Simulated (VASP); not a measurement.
Wanted: the native input for a VASP 6.6.1 run.

```
Task                   : single point
Functional             : PBE
Potentials or basis    : VASP PAW PBE potentials, release 64 (Cd, F)
Cutoff                 : 520 eV
k mesh                 : 9 × 9 × 9
Occupations            : gaussian, width 0.011 eV
Spin                   : no spin polarisation
Dipole correction      : no
Further INCAR settings : ALGO = Normal; EDIFF = 1e-07; NBANDS = 20
```

The structure of CdF2 lies in POSCAR:

```
CdF2
1.0
    0.0000000000      2.6940000000      2.6940000000
    2.6940000000      0.0000000000      2.6940000000
    2.6940000000      2.6940000000      0.0000000000
Cd F
1 2
Direct
    0.0000000000      0.0000000000      0.0000000000
    0.7500000000      0.7500000000      0.7500000000
    0.2500000000      0.2500000000      0.2500000000
```

One way to write it, as run:

INCAR

```
SYSTEM = CdF2
  PREC = Accurate
  ENCUT = 520
  EDIFF = 1E-7
  ISMEAR = 0
  SIGMA = 0.011
  LREAL = .FALSE.
  LASPH = .TRUE.
  NELM = 80
  ALGO = Normal
  ISIF = 2
  LWAVE = .FALSE.
  LCHARG = .FALSE.
  GGA = PE
  NBANDS = 20
```

KPOINTS

```
Automatic mesh
0
G
  9 9 9
  0 0 0
```

Potentials or basis: VASP PAW PBE potentials, release 64 (Cd, F).

Run with:

```console
$ cat potpaw_PBE.64/Cd/POTCAR potpaw_PBE.64/F/POTCAR > POTCAR
$ mpirun -np 1 vasp_std > vasp.out
```

Results of the run:

```json
{"Pressure": "6.2 GPa", "Band gap on the k mesh": "3.10 eV (least direct gap 3.57 eV)"}
```

Caveat: the cell stands under pressure; an odd mesh through Γ misses points on the zone boundary, where band edges can lie.

Wall time 30 s on 1 thread of Intel Xeon 8259CL (shared host), peak memory 0.17 GiB.
